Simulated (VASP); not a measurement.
**HfN: single point with PBEsol**

Crystal: HfN.

```
Hf N
1.0
     0.00000    2.16864    2.34936
     2.16864    0.00000    2.34936
     2.16864    2.16864    0.00000
Hf N
1 1
Direct
  0.00000 0.00000 0.00000
  0.50000 0.50000 0.50000
```

This cell differs from its parent crystal: strain -0.040 along x and y, +0.040 along z.

* Program: VASP 6.6.1
* Task: single point
* Functional: PBEsol
* Potentials or basis: VASP PAW PBE potentials, release 64 (Hf_pv, N)
* Cutoff: 520 eV
* k mesh: 18 × 18 × 18
* Occupations: gaussian, width 0.15 eV
* Spin: no spin polarisation
* Dipole correction: no
* Further INCAR settings: ALGO = Normal; EDIFF = 1e-06; NBANDS = 14

```
Pressure               : 11.8 GPa
Band gap on the k mesh : zero (an odd number of electrons rules out a gap without spin polarisation)
```

Stress tensor (GPa, compression positive):
```
 26.26   0.00   0.00
  0.00  26.26   0.00
  0.00   0.00 -17.01
```

Levels at points of the mesh, in eV from the Fermi level:
```
           k point  band 6  band 7  band 8  band 9  band 10  band 11
(0.00, 0.00, 0.00)   -2.91   -2.91   -1.03   -0.06    -0.06     0.29
(0.50, 0.00, 0.00)   -6.53   -6.43    3.50    3.72     4.32     4.53
(0.50, 0.50, 0.00)   -3.93   -3.44   -3.44    4.33     5.80     5.80
(0.50, 0.00, 0.50)   -4.10   -4.00   -3.58    3.78     5.14     6.51
```

Run time: 2.2 min on 1 thread of Intel Xeon 8259CL (shared host), peak memory 0.28 GiB.

Caveat: the cell differs from its parent crystal (strain -0.040 along x and y, +0.040 along z); the cell stands under pressure; the PAW data sets were made with another functional, which shifts forces and pressure a little; spin-orbit coupling is left out, which moves the levels of the heavy elements.
